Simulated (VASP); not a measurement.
Write the native input for VASP 6.6.1 that does the following.

```
Task                   : single point
Functional             : PBE
Potentials or basis    : VASP PAW PBE potentials, release 64 (Na_pv, F)
Cutoff                 : 520 eV
k mesh                 : 8 × 8 × 8
Occupations            : gaussian, width 0.01 eV
Spin                   : no spin polarisation
Dipole correction      : no
Further INCAR settings : ALGO = Normal; EDIFF = 1e-07; NBANDS = 14
```

The structure of NaF lies in POSCAR:

```
NaF
1.0
    2.7934851974      0.0000000000      0.0000000000
    0.0000000000      2.7934851974      0.0000000000
    0.0000000000      0.0000000000      2.7934851974
Na F
1 1
Direct
    0.0000000000      0.0000000000      0.0000000000
    0.5000000000      0.5000000000      0.5000000000
```

These files were run (other wordings do the same):

INCAR

```
ALGO = Normal
EDIFF = 1E-7
ENCUT = 520
GGA = PE
ISIF = 2
ISMEAR = 0
LASPH = True
LCHARG = True
LELF = True
LREAL = False
LVHAR = True
LWAVE = False
NBANDS = 14
NELM = 60
PREC = Accurate
SIGMA = 0.01
```

KPOINTS

```
k-points
0
Gamma
  8 8 8
```

Potentials or basis: VASP PAW PBE potentials, release 64 (Na_pv, F).

Command:

```console
$ cat potpaw_PBE.64/Na_pv/POTCAR potpaw_PBE.64/F/POTCAR > POTCAR
$ mpirun -np 1 vasp_std > vasp.out
```

Results of the run:

The pressure is 4.3 GPa and the band gap on the k mesh is 6.11 eV (least direct gap 6.45 eV).

Caveat: the cell stands under pressure.

Wall time 5.2 s on 1 thread of AMD EPYC 9R45 96-Core Processor (Zen 5), on a shared host, peak memory 0.11 GiB.
